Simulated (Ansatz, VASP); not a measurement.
# Two plane-wave programs on CdSe

INCAR

```
SYSTEM = CdSe
  PREC = Accurate
  ENCUT = 520
  EDIFF = 1E-6
  ISMEAR = -1
  SIGMA = 0.05
  LREAL = .FALSE.
  LASPH = .TRUE.
  NELM = 60
  ALGO = Normal
  ISIF = 2
  LWAVE = .FALSE.
  LCHARG = .TRUE.
  GGA = B5
  ALDAX = 1.0
  AGGAX = 1.0
  AGGAC = 1.0
  ALDAC = 0.0
  LELF = .TRUE.
  LVHAR = .TRUE.
  NBANDS = 16
```

The input KPOINTS:

```
Automatic mesh
0
G
  8 8 8
  0 0 0
```

Contents of POSCAR:

```
CdSe
1.0
    0.0000000000      3.0496647307      3.0496647307
    3.0496647307      0.0000000000      3.0496647307
    3.0496647307      3.0496647307      0.0000000000
Cd Se
1 1
Direct
    0.0000000000      0.0000000000      0.0000000000
    0.2500000000      0.2500000000      0.2500000000
```

Contents of input.yaml:

```yaml
crystal:
  lattice:
    - [0.0, 3.0496647307, 3.0496647307]
    - [3.0496647307, 0.0, 3.0496647307]
    - [3.0496647307, 3.0496647307, 0.0]
  atoms:
    - { symbol: Cd, position: [0.0, 0.0, 0.0] }
    - { symbol: Se, position: [0.25, 0.25, 0.25] }
hamiltonian:
  xc: blyp
  pseudopotentials: { kind: paw }
kpoints:
  mp_grid: { grid: [8, 8, 8] }
scf:
  occupations: { method: fermi_dirac, width: 0.05 }
output:
  forces: true
  stress: true
  eigenvalues: true
```

Alike in both runs: task single point; functional BLYP; k mesh 8 × 8 × 8; occupations fermi-dirac, width 0.05 eV; no spin polarisation.

```csv
,VASP,Ansatz
version,VASP 6.6.1,Ansatz 0.2.0
potentials or method,"VASP PAW PBE potentials, release 64 (Cd, Se)",Ansatz PAW
plane-wave cutoff (eV),520,420
valence electrons in the cell,18,36
```

|  | VASP | Ansatz | Ansatz less VASP |
| --- | --- | --- | --- |
| gap on the k mesh at the Fermi level (eV) | 0.55 | 0.52 | -0.030 |
| least direct gap on the mesh (eV) | 0.55 | 0.52 | -0.030 |
| pressure (GPa) | 5.6 | 5.2 | -0.45 |

VASP's potentials were made for PBE, not for BLYP. With one functional, cell and mesh, what is left measures potentials, basis and numerics. VASP's potentials hold 18 valence electrons a cell and Ansatz's 36, so a difference there can come from the potentials and not from the codes.
